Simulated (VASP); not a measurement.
# MnSb (P6_3/mmc) in VASP: settings compared

MnSb is run at these levels: PBEsol+D3(BJ), PBE+D3(BJ), PBE+D4, PBE; tasks: single point, relaxation of cell and atoms.

All numbers are computed with VASP 6.6.1; they aren't measurements. Logs are shortened: lines on timing, memory, paths and dates and some standing lists are left out, and cuts for length are marked.

## (1) The cell of the first run

It takes space group P6_3/mmc (No. 194, hexagonal). The conventional cell has a = 3.927 Å, b = 3.927 Å, c = 5.337 Å, α = 90.00°, β = 90.00°, γ = 120.00°. Within 3.6 Å of Sb (site symmetry -6m2) lie 6 Mn at 2.63 Å and 6 Sb at 3.50 Å. Within 3.5 Å of Mn (site symmetry -3m) lie 6 Sb at 2.63 Å and 2 Mn at 2.67 Å.

## (2) Single point, PBEsol+D3(BJ), collinear spin, ferromagnetic start

INCAR reads:

```
PREC = Accurate
ENCUT = 520
EDIFF = 1E-7
ISMEAR = -1
SIGMA = 0.05
LREAL = False
LASPH = True
NELM = 150
ALGO = Normal
ISIF = 2
LWAVE = False
LCHARG = False
ISPIN = 2
MAGMOM = 0 0 4 4
LORBIT = 11
LMAXMIX = 4
GGA = PS
IVDW = 12
NBANDS = 30
```

KPOINTS reads:

```
regular mesh
0
Gamma
  7 7 5
```

POSCAR reads:

```
MnSb
1.0
    3.9273084252      0.0000000000      0.0000000000
   -1.9636542126      3.4011488647      0.0000000000
    0.0000000000      0.0000000000      5.3367499330
Sb Mn
2 2
Direct
    0.6666666667      0.3333333333      0.7500000000
    0.3333333333      0.6666666667      0.2500000000
    0.0000000000      0.0000000000      0.5000000000
    0.0000000000      0.0000000000      0.0000000000
```

Potentials or basis: VASP PAW PBE potentials, release 64 (Sb, Mn_pv).

Launch:

```
cat potpaw_PBE.64/Sb/POTCAR potpaw_PBE.64/Mn_pv/POTCAR > POTCAR
mpirun -np 1 vasp_std > vasp.out
```

OUTCAR:

```text
PREC = Accurate
   ENCUT = 520
   EDIFF = 1E-7
   ISMEAR = -1
   LREAL = False
   LASPH = True
   NELM = 150
   ISIF = 2
   ISPIN = 2
   LORBIT = 11
   GGA = PS
   IVDW = 12
 IVDW          = 12

 ion  position               nearest neighbor table
   1  0.667  0.333  0.750-   3 2.63   4 2.63   3 2.63   4 2.63   3 2.63   4 2.63   2 3.50   2 3.50
                             2 3.50   2 3.50   2 3.50   2 3.50
   2  0.333  0.667  0.250-   3 2.63   4 2.63   3 2.63   4 2.63   3 2.63   4 2.63   1 3.50   1 3.50
                             1 3.50   1 3.50   1 3.50   1 3.50
   3  0.000  0.000  0.500-   1 2.63   2 2.63   2 2.63   1 2.63   1 2.63   2 2.63   4 2.67   4 2.67

   4  0.000  0.000  0.000-   1 2.63   2 2.63   2 2.63   1 2.63   1 2.63   2 2.63   3 2.67   3 2.67

  LATTYP: Found a hexagonal cell.
 ALAT       =     3.9273084252
 C/A-ratio  =     1.3588823070

  Lattice vectors:

 A1 = (   3.9273084252,   0.0000000000,   0.0000000000)
 A2 = (  -1.9636542126,   3.4011488647,   0.0000000000)
 A3 = (   0.0000000000,   0.0000000000,   5.3367499330)

Analysis of symmetry for initial positions (statically):
=====================================================================
 Subroutine PRICEL returns:
 Original cell was already a primitive cell.

 Routine SETGRP: Setting up the symmetry group for a
 hexagonal supercell.

 Subroutine GETGRP returns: Found 24 space group operations
 (whereof 12 operations were pure point group operations)
 out of a pool of 24 trial point group operations.

The static configuration has the point symmetry D_3d.
 The point group associated with its full space group is D_6h.

Analysis of symmetry for dynamics (positions and initial velocities):
=====================================================================
 Subroutine PRICEL returns:
 Original cell was already a primitive cell.

 Routine SETGRP: Setting up the symmetry group for a
 hexagonal supercell.

 Subroutine GETGRP returns: Found 24 space group operations
 (whereof 12 operations were pure point group operations)
 out of a pool of 24 trial point group operations.

The dynamic configuration has the point symmetry D_3d.
 The point group associated with its full space group is D_6h.

Analysis of structural, dynamic, and magnetic symmetry:
=====================================================================
 Subroutine PRICEL returns:
 Original cell was already a primitive cell.

 Routine SETGRP: Setting up the symmetry group for a
 hexagonal supercell.

 Subroutine GETGRP returns: Found 24 space group operations
 (whereof 12 operations were pure point group operations)
 out of a pool of 24 trial point group operations.

[... 133 lines left out ...]
   LEPSILON=     F    determine dielectric tensor
   LRPA    =     F    only Hartree local field effects (RPA)
 spin polarized calculation
  energy-cutoff  :      520.00
  volume of cell :       71.28
 maximum number of plane-waves:      1952
 NGX is ok and might be reduce to    30
   NGX = 15   NGY = 15   NGZ = 19

 number of electron      36.0000013 magnetization       5.1163460

 Free energy of the ion-electron system (eV)
  ---------------------------------------------------
  ext. energy  EPLUGINS =         0.00000000
  ---------------------------------------------------
  free energy    TOTEN  =       -28.45995329 eV

  energy without entropy =      -28.42778145  energy(sigma->0) =      -28.44386737

 E-fermi :   9.8263     XC(G=0): -11.6669

 val. band max:        9.8125345267   @ k =   0.4286   0.0000   0.0000
 cond. band min:       9.8645529248   @ k =   0.4286   0.0000   0.4000
 fundamental gap:      0.0520183981
 Fermi energy:         9.8263005106

 spin component 1

 k-point     1 :       0.0000    0.0000    0.0000
  band No.  band energies     occupation
      1     -39.4322      1.00000
      2     -39.4322      1.00000
      3     -39.4120      1.00000
      4     -39.4120      1.00000
      5     -39.2431      1.00000
      6     -39.0474      1.00000
[... 781 lines left out ...]
     29      18.0219      0.00000
     30      18.5767      0.00000
 Fermi energy:         9.8263005106

 spin component 2

 k-point     1 :       0.0000    0.0000    0.0000
  band No.  band energies     occupation
      1     -36.7292      1.00000
      2     -36.6878      1.00000
      3     -36.6878      1.00000
      4     -36.6647      1.00000
      5     -36.6647      1.00000
      6     -36.5096      1.00000
[... 781 lines left out ...]
     29      18.3915      0.00000
     30      18.9136      0.00000

------------------------ aborting loop because EDIFF is reached ----------------------------------------

 Edisp (eV)   -1.79410

 E8    (eV) :    -1.2268

  FORCE on cell =-STRESS in cart. coord.  units (eV):
  Direction    XX          YY          ZZ          XY          YZ          ZX
  --------------------------------------------------------------------------------------
  -------------------------------------------------------------------------------------
  Total      -0.01983    -0.01983     0.01044     0.00000     0.00000     0.00000
  in kB      -0.44569    -0.44569     0.23469     0.00000     0.00000     0.00000
  external pressure =       -0.22 kB  Pullay stress =        0.00 kB

 VOLUME and BASIS-vectors are now :
 -----------------------------------------------------------------------------
  energy-cutoff  :      520.00
  volume of cell :       71.28
      direct lattice vectors                 reciprocal lattice vectors
     3.927308425  0.000000000  0.000000000     0.254627315  0.147009149  0.000000000
    -1.963654213  3.401148865  0.000000000     0.000000000  0.294018298  0.000000000
     0.000000000  0.000000000  5.336749933     0.000000000  0.000000000  0.187379962

 POSITION                                       TOTAL-FORCE (eV/Angst)
 -----------------------------------------------------------------------------------
      1.96365      1.13372      4.00256        -0.000000     -0.000000      0.000000
     -0.00000      2.26743      1.33419         0.000000      0.000000      0.000000
      0.00000      0.00000      2.66837         0.000000      0.000000      0.000000
      0.00000      0.00000      0.00000        -0.000000      0.000000      0.000000
 -----------------------------------------------------------------------------------
    total drift:                                0.000000     -0.000000      0.000000

  FREE ENERGIE OF THE ION-ELECTRON SYSTEM (eV)
  ---------------------------------------------------
  free  energy   TOTEN  =       -30.2540484221 eV

  energy  without entropy=      -30.2218765802  energy(sigma->0) =      -30.23796250

 total charge

# of ion       s       p       d       tot
------------------------------------------
    1        1.116   1.340   0.073   2.529
    2        1.116   1.340   0.073   2.529
    3        0.314   6.288   5.196  11.798
    4        0.314   6.288   5.196  11.798
--------------------------------------------------
tot          2.860  15.256  10.538  28.653

 magnetization (x)

# of ion       s       p       d       tot
------------------------------------------
    1       -0.009  -0.099   0.006  -0.102
    2       -0.009  -0.099   0.006  -0.102
    3        0.025   0.027   2.537   2.589
    4        0.025   0.027   2.537   2.589
--------------------------------------------------
tot          0.033  -0.145   5.086   4.974
```

OSZICAR:

```text
N       E                     dE             d eps       ncg     rms          rms(c)
DAV:   1     0.338921336161E+03    0.33892E+03   -0.18796E+04  3072   0.126E+03
DAV:   2    -0.118994862144E+02   -0.35082E+03   -0.33605E+03  2958   0.364E+02
DAV:   3    -0.297132112886E+02   -0.17814E+02   -0.17390E+02  3396   0.925E+01
DAV:   4    -0.300434255807E+02   -0.33021E+00   -0.32961E+00  3158   0.124E+01
DAV:   5    -0.300507449225E+02   -0.73193E-02   -0.73191E-02  3374   0.199E+00    0.188E+01
DAV:   6    -0.307334884636E+02   -0.68274E+00   -0.18753E+01  3108   0.463E+01    0.164E+01
DAV:   7    -0.285345280342E+02    0.21990E+01   -0.87142E+00  3154   0.325E+01    0.554E+00
DAV:   8    -0.284766762782E+02    0.57852E-01   -0.42684E-01  3114   0.434E+00    0.208E+00
DAV:   9    -0.284598098870E+02    0.16866E-01   -0.62343E-02  3240   0.199E+00    0.703E-01
DAV:  10    -0.284599041556E+02   -0.94269E-04   -0.50154E-03  3176   0.587E-01    0.296E-01
DAV:  11    -0.284599643262E+02   -0.60171E-04   -0.49648E-04  3274   0.153E-01    0.103E-01
DAV:  12    -0.284599579138E+02    0.64124E-05   -0.14269E-04  3048   0.776E-02    0.473E-02
DAV:  13    -0.284599534223E+02    0.44915E-05   -0.23767E-05  3252   0.321E-02    0.176E-02
DAV:  14    -0.284599543840E+02   -0.96170E-06   -0.22245E-06  3182   0.101E-02    0.779E-03
DAV:  15    -0.284599540213E+02    0.36268E-06   -0.45319E-07  3116   0.578E-03    0.294E-03
DAV:  16    -0.284599533688E+02    0.65254E-06   -0.24694E-07  2310   0.352E-03    0.130E-03
DAV:  17    -0.284599532439E+02    0.12488E-06   -0.38692E-08  1680   0.143E-03    0.929E-04
DAV:  18    -0.284599532910E+02   -0.47063E-07   -0.80881E-09  1650   0.711E-04
   1 F= -.30254048E+02 E0= -.30237963E+02  d E =-.321718E-01  mag=     5.1164
```

Wall time 4.9 min (1 thread of Intel Xeon 8259CL, shared host); peak memory 0.26 GiB.

What came out:

| Quantity | Value |
| --- | --- |
| Free energy | -30.2540 eV |
| Pressure | 0.0 GPa |
| Net moment | 5.12 μB per cell |
| Site moments | Sb -0.10; Mn +2.59 μB |
| Valence electrons inside the program's atomic spheres | Sb 2.53; Mn 11.80 |
| Dispersion energy per atom | -0.449 eV |

Caveat: the PAW data sets were made with another functional, which shifts forces and pressure a little; spin-orbit coupling is left out, which moves the levels of the heavy elements; only a ferromagnetic start was run, and an antiferromagnetic order may lie lower in energy.

(Part 1 of 2 ends here.)
